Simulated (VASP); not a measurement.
# LaH3: single point with LDA

LaH3:

```xyz
4
Lattice="-1.8771 1.8771 3.0559 1.8771 -1.8771 3.0559 1.8771 1.8771 -3.0559" Properties=species:S:1:pos:R:3 pbc="T T T"
La    0.0000    0.0000    0.0000
H     0.0000    1.8771    1.5279
H     1.8771    0.0000    1.5279
H     0.0000    0.0000    3.0559
```

```
Program             : VASP 6.6.1
Task                : single point
Functional          : LDA
Potentials or basis : VASP PAW LDA potentials, release 64 (La, H)
Cutoff              : 500 eV
k mesh              : 5 × 5 × 5
Occupations         : fermi-dirac, width 0.1 eV
Spin                : no spin polarisation
```

- Pressure: -4.4 GPa
- Band gap on the k mesh: 0.32 eV

Stress tensor (GPa, compression positive):
```
-4.08  0.00  0.00
 0.00 -4.08  0.00
 0.00  0.00 -5.07
```

Levels at points of the mesh, in eV from the valence-band top:
| k point | band 4 | band 5 | band 6 | band 7 | band 8 | band 9 | band 10 | band 11 |
| --- | --- | --- | --- | --- | --- | --- | --- | --- |
| (0.00, 0.00, 0.00) | -15.82 | -7.35 | -2.09 | 0.00 | 0.32 | 1.37 | 1.37 | 1.59 |

It took 18 s on 1 thread of Intel(R) Xeon(R) Platinum 8259CL CPU @ 2.50GHz (Skylake/Cascade Lake) (shared host), peak memory 0.16 GiB.

Caveat: the cell stands under tension; spin-orbit coupling is left out, which moves the levels of the heavy elements; an odd mesh through Γ misses points on the zone boundary, where band edges can lie.
